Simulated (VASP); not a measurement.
Input of a VASP 6.6.1 run:

File INCAR:

```
SYSTEM = ZnO
  PREC = Accurate
  ENCUT = 1340
  EDIFF = 1E-6
  ISMEAR = -1
  SIGMA = 0.02
  LREAL = .False.
  LASPH = .True.
  NELM = 120
  ALGO = Normal
  ISIF = 2
  LWAVE = .False.
  LCHARG = .True.
  GGA = PE
  LELF = .True.
  LVHAR = .True.
  NBANDS = 26
  GGA_COMPAT = .False.
```

File KPOINTS:

```
Automatic mesh
0
Gamma
  12 12 6
  0 0 0
```

File POSCAR:

```
ZnO
1.0
    3.2353408696      0.0000000000      0.0000000000
   -1.6176704348      2.8018873830      0.0000000000
    0.0000000000      0.0000000000      5.2109518159
Zn O
2 2
Direct
    0.3333333333      0.6666666667     -0.0023477545
    0.6666666667      0.3333333333      0.4976522455
    0.3333333333      0.6666666667      0.3773477545
    0.6666666667      0.3333333333      0.8773477545
```

Potentials or basis: VASP PAW PBE potentials, release 64 (Zn, O_h).

Run with:

```bash
$ cat potpaw_PBE.64/Zn/POTCAR potpaw_PBE.64/O_h/POTCAR > POTCAR
$ mpirun -np 1 vasp_std > vasp.out
```

(1) What does it give for the band gap on the k mesh?

(2) Estimate the pressure.

## Answers

(1) 0.80 eV.

(2) 7.0 GPa.

Caveat: the cell stands under pressure; semilocal functionals underestimate gaps, and a narrow one can read as zero.
